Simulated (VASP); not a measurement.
Here is a VASP 6.6.1 calculation.

The input POSCAR:

```
Au
1.0
    0.0000000000      1.9647922186      1.9647922186
    1.9647922186      0.0000000000      1.9647922186
    1.9647922186      1.9647922186      0.0000000000
Au
1
Direct
    0.0000000000      0.0000000000      0.0000000000
```

File INCAR.step1:

```
PREC = Accurate
ENCUT = 550
ISMEAR = 0
SIGMA = 0.1
LREAL = False
LASPH = True
NELM = 120
NBANDS = 12
GGA = PE
ALGO = Normal
EDIFF = 1E-5
LWAVE = True
LCHARG = False
GGA_COMPAT = False
```

INCAR.step2

```
PREC = Accurate
ENCUT = 550
EDIFF = 1E-6
ISMEAR = 0
SIGMA = 0.1
LREAL = False
LASPH = True
NELM = 120
ALGO = Normal
ISIF = 2
LWAVE = False
LCHARG = False
METAGGA = R2SCAN
LMIXTAU = True
NBANDS = 12
ISTART = 1
GGA_COMPAT = False
```

File KPOINTS:

```
regular mesh
0
Gamma
  8 8 8
```

Potentials or basis: VASP PAW PBE potentials, release 64 (Au).

Command:

```console
$ cat potpaw_PBE.64/Au/POTCAR > POTCAR
$ cp INCAR.step1 INCAR
$ mpirun -np 1 vasp_std > vasp.out
$ cp INCAR.step2 INCAR
$ mpirun -np 1 vasp_std > vasp.out
```

(1) What does it give for the pressure?

Results:

(1) 36.5 GPa.

Caveat: the PAW data sets were made with another functional, which shifts forces and pressure a little.
